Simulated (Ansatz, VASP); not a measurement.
## SnO in VASP and in Ansatz

File INCAR:

```
PREC = Accurate ; ENCUT = 520
EDIFF = 1E-7 ; ISMEAR = 0
SIGMA = 0.15 ; LREAL = False
LASPH = True ; NELM = 100
ALGO = Normal ; ISIF = 2
LWAVE = False ; LCHARG = False
GGA = CA ; NBANDS = 28
```

The input KPOINTS:

```
Automatic mesh
0
Gamma
  12 12 10
```

Contents of POSCAR:

```
SnO
1.0
    3.7668771934      0.0000000000      0.0000000000
    0.0000000000      3.7668771934      0.0000000000
    0.0000000000      0.0000000000      4.6553197995
Sn O
2 2
Direct
    0.0000000000      0.5000000000      0.2457459271
    0.5000000000      0.0000000000      0.7542540729
    0.0000000000      0.0000000000      0.0000000000
    0.5000000000      0.5000000000      0.0000000000
```

Input for Ansatz:

```yaml
crystal:
  lattice:
    - [3.7668771934, 0.0, 0.0]
    - [0.0, 3.7668771934, 0.0]
    - [0.0, 0.0, 4.6553197995]
  atoms:
    - { symbol: Sn, position: [0.0, 0.5, 0.2457459271] }
    - { symbol: Sn, position: [0.5, 0.0, 0.7542540729] }
    - { symbol: O, position: [0.0, 0.0, 0.0] }
    - { symbol: O, position: [0.5, 0.5, 0.0] }
basis:
  ecutwfc: 520.0
kpoints:
  mp_grid: { grid: [12, 12, 10] }
hamiltonian:
  xc: lda
scf:
  occupations: { method: gaussian, width: 0.15 }
output:
  forces: true
  stress: true
  eigenvalues: true
```

Alike in both runs: task single point; functional LDA; k mesh 12 × 12 × 10; occupations gaussian, width 0.15 eV; no spin polarisation.

|  | VASP | Ansatz |
| --- | --- | --- |
| version | VASP 6.6.1 | Ansatz 0.2.0 |
| potentials or method | VASP PAW LDA potentials, release 64 (Sn_d, O), cutoff 520 eV | scalar-relativistic, plane waves, PAW |
| valence electrons in the cell | 40 | 40 |

```csv
,VASP,Ansatz,Ansatz less VASP
gap on the k mesh at the Fermi level (eV),none,none,-
pressure (GPa),0.4,0.0,-0.43
rms of the force components (eV/Å),0.053,0.002,-0.0503
```

LDA's correlation is that of Perdew and Zunger in VASP and of Perdew and Wang (1992) in Ansatz. Atom by atom the forces differ by 0.050 eV/Å (rms over components). A gap of «none» marks a metal or a gap that the smearing closes.
